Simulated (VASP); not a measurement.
# C (Fd-3m) in VASP: further runs

The runs below take C through single point, relaxation of cell and atoms, with PBE.

All numbers are computed with VASP 6.6.1; they aren't measurements. Logs are shortened: lines on timing, memory, paths and dates and some standing lists are left out, and cuts for length are marked.

**1. The cell of the first run**

It takes space group Fd-3m (No. 227, cubic). The conventional cell has a = 3.572 Å, b = 3.572 Å, c = 3.572 Å, α = 90.00°, β = 90.00°, γ = 90.00°. C (site symmetry -43m) has 4 C at 1.55 Å within 2.1 Å.

**2. Single point, PBE**

INCAR

```
PREC = Accurate
ENCUT = 600
EDIFF = 1E-6
ISMEAR = 0
SIGMA = 0.02
LREAL = F
LASPH = T
NELM = 120
ALGO = Normal
ISIF = 2
LWAVE = F
LCHARG = T
GGA = PE
LELF = T
LVHAR = T
NBANDS = 11
GGA_COMPAT = F
```

KPOINTS

```
regular mesh
0
Gamma
  18 18 18
```

POSCAR

```
C
1.0
    0.0000000000      1.7858455719      1.7858455719
    1.7858455719      0.0000000000      1.7858455719
    1.7858455719      1.7858455719      0.0000000000
C
2
Direct
    1.0000000000      1.0000000000      1.0000000000
    0.2500000000      0.2500000000      0.2500000000
```

Potentials or basis: VASP PAW PBE potentials, release 64 (C).

On the command line:

```console
cat potpaw_PBE.64/C/POTCAR > POTCAR
mpirun -np 1 vasp_std > vasp.out
```

OUTCAR:

```text
PREC = Accurate
   ENCUT = 600
   EDIFF = 1E-6
   ISMEAR = 0
   LREAL = F
   LASPH = T
   NELM = 120
   ISIF = 2
   GGA = PE

 ion  position               nearest neighbor table
   1  0.000  0.000  0.000-   2 1.55   2 1.55   2 1.55   2 1.55
   2  0.250  0.250  0.250-   1 1.55   1 1.55   1 1.55   1 1.55

  LATTYP: Found a face centered cubic cell.
 ALAT       =     3.5716911438

  Lattice vectors:

 A1 = (   0.0000000000,   1.7858455719,   1.7858455719)
 A2 = (   1.7858455719,   0.0000000000,   1.7858455719)
 A3 = (   1.7858455719,   1.7858455719,   0.0000000000)

Analysis of symmetry for initial positions (statically):
=====================================================================
 Subroutine PRICEL returns:
 Original cell was already a primitive cell.

 Routine SETGRP: Setting up the symmetry group for a
 face centered cubic supercell.

 Subroutine GETGRP returns: Found 48 space group operations
 (whereof 24 operations were pure point group operations)
 out of a pool of 48 trial point group operations.

The static configuration has the point symmetry T_d .
 The point group associated with its full space group is O_h .

Analysis of symmetry for dynamics (positions and initial velocities):
=====================================================================
 Subroutine PRICEL returns:
 Original cell was already a primitive cell.

 Routine SETGRP: Setting up the symmetry group for a
 face centered cubic supercell.

 Subroutine GETGRP returns: Found 48 space group operations
 (whereof 24 operations were pure point group operations)
 out of a pool of 48 trial point group operations.

The dynamic configuration has the point symmetry T_d .
 The point group associated with its full space group is O_h .

 Subroutine INISYM returns: Found 48 space group operations
 (whereof 24 operations are pure point group operations),
 and found     1 'primitive' translations

----------------------------------------------------------------------------------------

                                     Primitive cell

  volume of cell :      11.3910

  direct lattice vectors                    reciprocal lattice vectors
     0.000000000  1.785845572  1.785845572    -0.279979416  0.279979416  0.279979416
     1.785845572  0.000000000  1.785845572     0.279979416 -0.279979416  0.279979416
     1.785845572  1.785845572  0.000000000     0.279979416  0.279979416 -0.279979416

  length of vectors
     2.525567028  2.525567028  2.525567028     0.484938573  0.484938573  0.484938573

  position of ions in fractional coordinates (direct lattice)
     0.000000000  0.000000000  0.000000000
     0.250000000  0.250000000  0.250000000

  ion indices of the primitive-cell ions
   primitive index   ion index
                 1           1
                 2           2

----------------------------------------------------------------------------------------

 KPOINTS: regular mesh

Automatic generation of k-mesh.
 Grid dimensions read from file:
 generate k-points for:   18   18   18

 Generating k-lattice:

  Cartesian coordinates                     Fractional coordinates (reciprocal lattice)
    -0.015554412  0.015554412  0.015554412     0.055555556  0.000000000  0.000000000
     0.015554412 -0.015554412  0.015554412     0.000000000  0.055555556  0.000000000
     0.015554412  0.015554412 -0.015554412     0.000000000  0.000000000  0.055555556

  Length of vectors
     0.026941032  0.026941032  0.026941032

  Shift w.r.t. Gamma in fractional coordinates (k-lattice)
     0.000000000  0.000000000  0.000000000

 Subroutine IBZKPT returns following result:
 ===========================================

 Found    195 irreducible k-points:

 Following reciprocal coordinates:
            Coordinates               Weight
  0.000000  0.000000  0.000000      1.000000
  0.055556  0.000000  0.000000      8.000000
  0.111111  0.000000  0.000000      8.000000
  0.166667  0.000000  0.000000      8.000000
  0.222222  0.000000  0.000000      8.000000
  0.277778  0.000000  0.000000      8.000000
[... 16 lines left out ...]
 -0.277778  0.055556  0.000000     24.000000
 -0.222222  0.055556  0.000000     24.000000
 [... further k-points ...]
   k-points           NKPTS =    195   k-points in BZ     NKDIM =    195   number of bands    NBANDS=     11
   number of dos      NEDOS =    301   number of ions     NIONS =      2
   total plane-waves  NPLWV =   8000
   dimension x,y,z NGX =    20 NGY =   20 NGZ =   20
   dimension x,y,z NGXF=    40 NGYF=   40 NGZF=   40
   ions per type =               2
   NGX,Y,Z   is equivalent  to a cutoff of  13.17, 13.17, 13.17 a.u.
   NGXF,Y,Z  is equivalent  to a cutoff of  26.33, 26.33, 26.33 a.u.
 SYSTEM =  unknown system
   PREC   = accura    normal or accurate (medium, high low for compatibility)
   ISTART =      0    job   : 0-new  1-cont  2-samecut
   ICHARG =      2    charge: 1-file 2-atom 10-const
   ISPIN  =      1    spin polarized calculation?
   LNONCOLLINEAR =      F non collinear calculations
   LSORBIT =      F    spin-orbit coupling
   LASPH  =      T    aspherical Exc in radial PAW
   ENCUT  =  600.0 eV  44.10 Ry    6.64 a.u.   5.04  5.04  5.04*2*pi/ulx,y,z
   NELM   =    120;   NELMIN=  2; NELMDL= -5     # of ELM steps
   EDIFF  = 0.1E-05   stopping-criterion for ELM
   LREAL  =      F    real-space projection
   EDIFFG = 0.1E-04   stopping-criterion for IOM
   NSW    =      0    number of steps for IOM
   IBRION =     -1    ionic relax: 0-MD 1-quasi-New 2-CG
   NFREE  =      0    steps in history (QN), initial steepest desc. (CG)
   ISIF   =      2    stress and relaxation
   ISYM   =      2    0-nonsym 1-usesym 2-fastsym
   POTIM  = 0.5000    time-step for ionic-motion
   TEBEG  =    0.0;   TEEND  =   0.0 temperature during run
   PSTRESS=    0.0 pullay stress
   NELECT =       8.0000    total number of electrons
   NUPDOWN=      -1.0000    fix difference up-down
   EMIN   =  10.00;   EMAX   =-10.00  energy-range for DOS
   EFERMI =   0.00;   METHOD = LEGACY
   ISMEAR =     0;   SIGMA  =   0.02  broadening in eV -4-tet -1-fermi 0-gaus
   EFERMI_NEDOS =   21; number of points for ismear=-14 and -15
   IALGO  =     38    algorithm
   IMIX   =      4    mixing-type and parameters
     AMIX     =   0.40;   BMIX     =  1.00
     AMIX_MAG =   1.60;   BMIX_MAG =  1.00
  volume/ion in A,a.u.               =       5.70        38.44
  Fermi-wavevector in a.u.,A,eV,Ry     =   1.455183  2.749897 28.811117  2.117557
  Thomas-Fermi vector in A             =   2.572247
   LORBIT       =      0    0 simple, 1 ext, 2 COOP (PROOUT), +10 PAW based schemes
   GGA     = PE    functional components
   LHFCALC =     F    Hartree Fock is set to
   AEXX    =    0.0000 exact exchange contribution
   IVDW    =     0    specifies the selected vdW correction
   LEPSILON=     F    determine dielectric tensor
   LRPA    =     F    only Hartree local field effects (RPA)
 non-spin polarized calculation
 Gauss-broadening in eV      SIGMA  =   0.02
  energy-cutoff  :      600.00
  volume of cell :       11.39
 maximum number of plane-waves:       392
   NGX =  9   NGY =  9   NGZ =  9

 number of electron       7.9999999 magnetization

 Free energy of the ion-electron system (eV)
  ---------------------------------------------------
  ext. energy  EPLUGINS =         0.00000000
  ---------------------------------------------------
  free energy    TOTEN  =       -18.19051290 eV

  energy without entropy =      -18.19051290  energy(sigma->0) =      -18.19051290

 E-fermi :   9.7495     XC(G=0): -13.2298

 val. band max:        9.6683978752   @ k =   0.0000   0.0000   0.0000
 cond. band min:      13.8079715001   @ k =   0.3889   0.3889   0.0000
 fundamental gap:      4.1395736249
 Fermi energy:         9.7494696106

 k-point     1 :       0.0000    0.0000    0.0000
  band No.  band energies     occupation
      1     -11.7522      2.00000
      2       9.6684      2.00000
      3       9.6684      2.00000
      4       9.6684      2.00000
      5      15.2472      0.00000
      6      15.2472      0.00000
      7      15.2472      0.00000
      8      22.9044      0.00000
      9      28.9103      0.00000
     10      36.1590      0.00000
     11      36.1590      0.00000

 k-point     2 :       0.0556    0.0000    0.0000
  band No.  band energies     occupation
      1     -11.6671      2.00000
      2       9.0806      2.00000
      3       9.5178      2.00000
      4       9.5178      2.00000
      5      15.4439      0.00000
      6      15.4439      0.00000
      7      15.6055      0.00000
      8      22.9791      0.00000
      9      29.0585      0.00000
     10      34.7834      0.00000
     11      34.7834      0.00000

 k-point     3 :       0.1111    0.0000    0.0000
  band No.  band energies     occupation
      1     -11.4118      2.00000
      2       7.6789      2.00000
      3       9.1352      2.00000
      4       9.1352      2.00000
      5      15.9479      0.00000
      6      15.9479      0.00000
      7      16.3360      0.00000
      8      23.2012      0.00000
      9      29.4437      0.00000
     10      33.3957      0.00000
     11      33.3957      0.00000

 k-point     4 :       0.1667    0.0000    0.0000
  band No.  band energies     occupation
      1     -10.9877      2.00000
      2       5.9239      2.00000
      3       8.6496      2.00000
      4       8.6496      2.00000
      5      16.5831      0.00000
      6      16.5831      0.00000
      7      17.0353      0.00000
      8      23.5557      0.00000
      9      29.8982      0.00000
     10      32.4499      0.00000
     11      32.4499      0.00000

 k-point     5 :       0.2222    0.0000    0.0000
  band No.  band energies     occupation
      1     -10.3981      2.00000
      2       4.0449      2.00000
      3       8.1586      2.00000
      4       8.1586      2.00000
      5      17.1857      0.00000
      6      17.1857      0.00000
      7      17.5704      0.00000
      8      24.0004      0.00000
      9      30.2278      0.00000
     10      32.0297      0.00000
     11      32.0297      0.00000
[... 211 lines left out ...]
 k-point    21 :      -0.3889    0.0556    0.0000
  band No.  band energies     occupation
      1      -7.2852      2.00000
      2      -1.8525      2.00000
      3       6.4971      2.00000
      4       7.0935      2.00000
      5      18.1038      0.00000
      6      18.1877      0.00000
      7      18.6580      0.00000
      8      25.1254      0.00000
      9      30.8448      0.00000
     10      33.3429      0.00000
     11      34.1138      0.00000

 k-point    22 :      -0.3333    0.0556    0.0000
  band No.  band energies     occupation
      1      -8.3426      2.00000
      2      -0.2031      2.00000
      3       6.6269      2.00000
      4       7.4299      2.00000
      5      17.8759      0.00000
      6      18.2417      0.00000
      7      18.5139      0.00000
      8      24.7958      0.00000
      9      30.6290      0.00000
     10      32.0923      0.00000
     11      33.8511      0.00000

 k-point    23 :      -0.2778    0.0556    0.0000
  band No.  band energies     occupation
      1      -9.2893      2.00000
      2       1.5853      2.00000
      3       6.8711      2.00000
      4       7.8482      2.00000
      5      17.5302      0.00000
      6      18.1683      0.00000
      7      18.2688      0.00000
      8      24.3772      0.00000
      9      30.5131      0.00000
     10      31.2294      0.00000
     11      33.2421      0.00000

 k-point    24 :      -0.2222    0.0556    0.0000
  band No.  band energies     occupation
      1     -10.0909      2.00000
      2       3.4473      2.00000
      3       7.2243      2.00000
      4       8.3246      2.00000
      5      17.0397      0.00000
      6      17.8513      0.00000
      7      17.9407      0.00000
      8      23.9566      0.00000
      9      30.3963      0.00000
     10      30.8972      0.00000
     11      32.8276      0.00000

 [... further k-points ...]

------------------------ aborting loop because EDIFF is reached ----------------------------------------

  FORCE on cell =-STRESS in cart. coord.  units (eV):
  Direction    XX          YY          ZZ          XY          YZ          ZX
  --------------------------------------------------------------------------------------
  -------------------------------------------------------------------------------------
  Total       -0.0033113     -0.0033113     -0.0033113      0.0000000      0.0000000      0.0000000
  in kB       -0.4657511     -0.4657511     -0.4657511      0.0000000      0.0000000      0.0000000
  external PRESSURE =      -0.4657511 kB  Pullay stress =       0.0000000 kB

 VOLUME and BASIS-vectors are now :
 -----------------------------------------------------------------------------
  energy-cutoff  :      600.00
  volume of cell :       11.39
      direct lattice vectors                 reciprocal lattice vectors
     0.000000000  1.785845572  1.785845572    -0.279979416  0.279979416  0.279979416
     1.785845572  0.000000000  1.785845572     0.279979416 -0.279979416  0.279979416
     1.785845572  1.785845572  0.000000000     0.279979416  0.279979416 -0.279979416

 POSITION                                       TOTAL-FORCE (eV/Angst)
 -----------------------------------------------------------------------------------
      0.00000      0.00000      0.00000         0.000000      0.000000      0.000000
      0.89292      0.89292      0.89292        -0.000000     -0.000000     -0.000000
 -----------------------------------------------------------------------------------
    total drift:                                0.000000      0.000000      0.000000

  FREE ENERGIE OF THE ION-ELECTRON SYSTEM (eV)
  ---------------------------------------------------
  free  energy   TOTEN  =       -18.1905128958 eV

  energy  without entropy=      -18.1905128958  energy(sigma->0) =      -18.19051290
```

It took 37 s on 1 thread of AMD EPYC, shared host; peak memory 0.1 GiB.

Results:

```yaml
Free_energy: -18.1905 eV
Pressure: 0.0 GPa
Band_gap_on_the_k_mesh: 4.14 eV (least direct gap 5.58 eV)
```

Levels at points of the mesh, in eV from the valence-band top:
| k point | band 1 | band 2 | band 3 | band 4 | band 5 | band 6 | band 7 | band 8 | band 9 |
| --- | --- | --- | --- | --- | --- | --- | --- | --- | --- |
| (0.00, 0.00, 0.00) | -21.42 | 0.00 | 0.00 | 0.00 | 5.58 | 5.58 | 5.58 | 13.24 | 19.24 |
| (0.50, 0.00, 0.00) | -15.67 | -13.33 | -2.79 | -2.79 | 8.44 | 8.44 | 8.79 | 15.66 | 21.83 |
| (0.50, 0.50, 0.00) | -12.73 | -12.73 | -6.27 | -6.27 | 4.75 | 4.75 | 16.74 | 16.74 | 23.15 |

**3. Relaxation of cell and atoms, PBE**

This run uses another cell than the first one, of 8.74 Å³/atom.

INCAR

```
ALGO = Normal ; EDIFF = 1E-7
EDIFFG = -0.03 ; ENCUT = 600
GGA = PE ; GGA_COMPAT = F
IBRION = 2 ; ISIF = 3
ISMEAR = 0 ; LASPH = T
LCHARG = F ; LREAL = F
LWAVE = F ; NELM = 120
NELMIN = 4 ; NSW = 80
PREC = Accurate ; SIGMA = 0.02
```

KPOINTS

```
k-points
0
Gamma
  18 18 18
```

POSCAR

```
C
1.0
    0.0000000000      2.0600000000      2.0600000000
    2.0600000000      0.0000000000      2.0600000000
    2.0600000000      2.0600000000      0.0000000000
C
2
Direct
    1.0000000000      1.0000000000      1.0000000000
    0.2500000000      0.2500000000      0.2500000000
```

Potentials or basis: VASP PAW PBE potentials, release 64 (C).

On the command line:

```console
cat potpaw_PBE.64/C/POTCAR > POTCAR
mpirun -np 1 vasp_std > vasp.out
```

Run time: 3 min. Hardware: 1 thread of AMD EPYC, shared host; peak memory 0.12 GiB.

It converged, with:

```yaml
Free_energy: -18.2076 eV
Relaxed_volume: 5.69 Å³/atom
Relaxed_cell: a = 2.525 Å, b = 2.525 Å, c = 2.525 Å, α = 60.00°, β = 60.00°, γ = 60.00°
Space_group_after_relaxing_to_0.1_Å: Fd-3m (No. 227)
Energy_gained_by_relaxing: 1093.3 meV/atom
Ionic_steps: 7
Pressure_after_relaxing: 0.0 GPa
Band_gap_on_the_k_mesh: 4.14 eV (least direct gap 5.58 eV)
```

Step by step:
```csv
step,energy change (eV),largest force (eV/Å),pressure (GPa),volume (Å³)
1,0.0000,0.0000,-80.12,17.48
2,-0.7489,0.0000,204.28,8.59
3,-2.1829,0.0000,-6.60,11.57
4,-2.1864,0.0000,-1.62,11.43
5,-2.1862,0.0000,2.38,11.33
6,-2.1861,0.0000,-2.53,11.46
7,-2.1866,0.0000,0.01,11.39
```

Final structure:
```
C
1.0
     0.00000    1.78578    1.78578
     1.78578    0.00000    1.78578
     1.78578    1.78578    0.00000
C
2
Cartesian
  0.0000 0.0000 0.0000
  0.8929 0.8929 0.8929
```

Levels at points of the mesh, in eV from the valence-band top:
| k point | band 1 | band 2 | band 3 | band 4 | band 5 | band 6 | band 7 | band 8 |
| --- | --- | --- | --- | --- | --- | --- | --- | --- |
| (0.00, 0.00, 0.00) | -21.42 | 0.00 | 0.00 | 0.00 | 5.58 | 5.58 | 5.58 | 13.24 |
| (0.50, 0.00, 0.00) | -15.67 | -13.33 | -2.79 | -2.79 | 8.44 | 8.44 | 8.79 | 15.66 |
| (0.50, 0.50, 0.00) | -12.73 | -12.73 | -6.27 | -6.27 | 4.75 | 4.75 | 16.74 | 16.74 |

Caveat: the volume moved by over 15 % at a fixed basis, so the end points are rough. A k mesh can miss the band edges.
